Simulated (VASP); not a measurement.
Here is a VASP 6.6.1 calculation.

The input POSCAR:

```
NaCl
1.0
    2.8885381993      2.8885381993      0.0000000000
   -2.8885381993      2.8885381993      0.0000000000
    0.0000000000      2.8885381993      2.8885381993
Na Cl
1 1
Direct
    0.0000000000      0.0000000000      0.0000000000
    0.5000000000      0.5000000000      0.0000000000
```

Contents of INCAR.step1:

```
  ALGO = Normal
  EDIFF = 1E-5
  ENCUT = 550
  GGA = PE
  GGA_COMPAT = F
  ISMEAR = 0
  LASPH = T
  LCHARG = F
  LREAL = F
  LWAVE = T
  NBANDS = 14
  NELM = 120
  PREC = Accurate
  SIGMA = 0.01
```

The input INCAR.step2:

```
  ALGO = Normal
  EDIFF = 1E-6
  ENCUT = 550
  GGA_COMPAT = F
  ISIF = 2
  ISMEAR = 0
  ISTART = 1
  LASPH = T
  LCHARG = F
  LMIXTAU = T
  LREAL = F
  LWAVE = F
  METAGGA = R2SCAN
  NBANDS = 14
  NELM = 120
  PREC = Accurate
  SIGMA = 0.01
```

Contents of KPOINTS:

```
k-points
0
Gamma
  8 8 8
```

Potentials or basis: VASP PAW PBE potentials, release 64 (Na_pv, Cl).

The run is started by

```bash
$ cat potpaw_PBE.64/Na_pv/POTCAR potpaw_PBE.64/Cl/POTCAR > POTCAR
$ cp INCAR.step1 INCAR
$ mpirun -np 1 vasp_std > vasp.out
$ cp INCAR.step2 INCAR
$ mpirun -np 1 vasp_std > vasp.out
```

**Question.** What does it give for the band gap on the k mesh?

**Answer.** 5.64 eV.

**Question.** Predict the pressure.

**Answer.** -2.2 GPa.

Caveat: the PAW data sets were made with another functional, which shifts forces and pressure a little. A k mesh can miss the band edges.
